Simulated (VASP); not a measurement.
Write the native input for VASP 6.6.1 that does the following.

| Quantity | Value |
| --- | --- |
| Task | relaxation of cell and atoms |
| Functional | PBE |
| Potentials or basis | VASP PAW PBE potentials, release 64 (Cr_pv, W_sv) |
| Cutoff | 600 eV |
| k mesh | 6 × 6 × 6 |
| Occupations | gaussian, width 0.1 eV |
| Spin | no spin polarisation |
| Dipole correction | no |
| Further INCAR settings | ALGO = Normal; EDIFF = 1e-06; IBRION = 2; EDIFFG = -0.04; NSW = 90; ISIF = 3 |

The structure of Cr2W lies in POSCAR:

```
Cr2W
1.0
    3.4076432580      0.0000000000      0.0000000000
   -1.7038216290      2.9511056284      0.0000000000
    0.0000000000      0.0000000000      3.6793490327
Cr W
2 1
Direct
    0.3333333333      0.6666666667      0.5000000000
    0.6666666667      0.3333333333      0.5000000000
    0.0000000000      0.0000000000      0.0000000000
```

One way to write it, as run:

INCAR

```
SYSTEM = Cr2W
ALGO = Normal ; EDIFF = 1E-6
EDIFFG = -0.04 ; ENCUT = 600
GGA = PE ; IBRION = 2
ISIF = 3 ; ISMEAR = 0
LASPH = .True. ; LCHARG = .False.
LREAL = .False. ; LWAVE = .False.
NELM = 60 ; NSW = 90
PREC = Accurate ; SIGMA = 0.1
```

KPOINTS

```
k-points
0
Gamma
  6 6 6
  0 0 0
```

Potentials or basis: VASP PAW PBE potentials, release 64 (Cr_pv, W_sv).

Command:

```console
$ cat potpaw_PBE.64/Cr_pv/POTCAR potpaw_PBE.64/W_sv/POTCAR > POTCAR
$ mpirun -np 1 vasp_std > vasp.out
```

Results of the run:

```yaml
Relaxed_volume: 13.57 Å³/atom
Relaxed_cell: a = 4.389 Å, b = 4.389 Å, c = 2.440 Å, α = 90.00°, β = 90.00°, γ = 120.00°
Space_group_after_relaxing_to_0.1_Å: P6/mmm (No. 191)
Pressure_after_relaxing: 0.0 GPa
Band_gap_on_the_k_mesh: zero (bands 19 and 20 overlap by 0.72 eV)
```

Caveat: a cell axis changed by over 15 % at a fixed basis, so the end point is rough; spin-orbit coupling is left out, which moves the levels of the heavy elements; the run has no spin polarisation, though such a crystal can be magnetic.

It took 7.3 min on 1 thread of Oxide Virtual Turin-like Processor (shared host), peak memory 0.16 GiB.
